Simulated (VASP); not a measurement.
Ga: single point with PBE

Ga:

```
Ga
1.0
     2.99406    0.00000    0.00000
    -1.49703    2.59293    0.00000
     0.00000    0.00000    9.77575
Ga
4
Direct
  0.00000 0.00000 0.00000
  0.00000 0.00000 0.50000
  0.33333 0.66667 0.25000
  0.66667 0.33333 0.75000
```

```yaml
Program: VASP 6.6.1
Task: single point
Functional: PBE
Potentials_or_basis: VASP PAW PBE potentials, release 64 (Ga_d)
Cutoff: 520 eV
k_mesh: 16 × 16 × 5
Occupations: fermi-dirac, width 0.1 eV
Spin: no spin polarisation
Dipole_correction: no
Further_INCAR_settings: ALGO = Normal; EDIFF = 1e-07; NBANDS = 34
```

| Quantity | Value |
| --- | --- |
| Pressure | 0.1 GPa |
| Band gap on the k mesh | zero (band 26 reaches 9.62 eV, above the bottom of band 27 at 4.16 eV) |

Stress tensor (GPa, compression positive):
```
0.16 0.00 0.00
0.00 0.16 0.00
0.00 0.00 0.00
```

Levels at points of the mesh, in eV from the Fermi level:
| k point | band 23 | band 24 | band 25 | band 26 | band 27 | band 28 | band 29 | band 30 |
| --- | --- | --- | --- | --- | --- | --- | --- | --- |
| (0.00, 0.00, 0.00) | -9.39 | -4.96 | -3.95 | 3.57 | 3.58 | 9.69 | 9.69 | 10.53 |
| (0.50, 0.00, 0.00) | -4.02 | -3.55 | -3.48 | -3.27 | 0.44 | 0.55 | 1.52 | 2.48 |

Wall time 3.3 min on 1 thread of Intel(R) Xeon(R) Platinum 8259CL CPU @ 2.50GHz (Skylake/Cascade Lake), with other jobs on the host, peak memory 0.31 GiB.
